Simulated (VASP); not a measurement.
The system is W2Cl3.

```
CELL_PARAMETERS angstrom
3.54783 0.00000 0.00000
-1.77391 3.07251 0.00000
0.00000 0.00000 11.35304
ATOMIC_POSITIONS crystal
W 0.00000 0.00000 0.00000
W 0.00000 0.00000 0.50000
Cl 0.33333 0.66667 0.12000
Cl 0.33333 0.66667 0.62000
Cl 0.66667 0.33333 0.38000
```

This cell differs from its parent crystal: atoms taken out.

Base run:

| Item | Value |
| --- | --- |
| Program | VASP 6.6.1 |
| Functional | PBE |
| Potentials or basis | VASP PAW PBE potentials, release 64 (W_sv, Cl) |
| Cutoff | 520 eV |
| k mesh | 6 × 6 × 2 |
| Occupations | gaussian, width 0.1 eV |
| Spin | collinear spin |
| Starting moments | [0.52, 0.79, 0.01, 0.04, 0.03] μB |

Its results: pressure -5.9 GPa; largest force 0.730 eV/Å.

Task: The run is repeated on the same cell with these changes: spin from collinear spin to no spin polarisation; further incar settings from ALGO = Normal; EDIFF = 1e-07; NBANDS = 36 to ALGO = Normal; EDIFF = 1e-06; NBANDS = 32. What comes out?

Result: Pressure -6.4 GPa; largest force 1.055 eV/Å.

Caveats: the stress differs along the axes, from -11 to 3 GPa (at least some runs); the stress differs along the axes, from -12 to 5 GPa (at least some runs); an odd number of electrons without spin polarisation forces a metal (at least some runs); a magnetic or distorted state may lie lower (at least some runs).
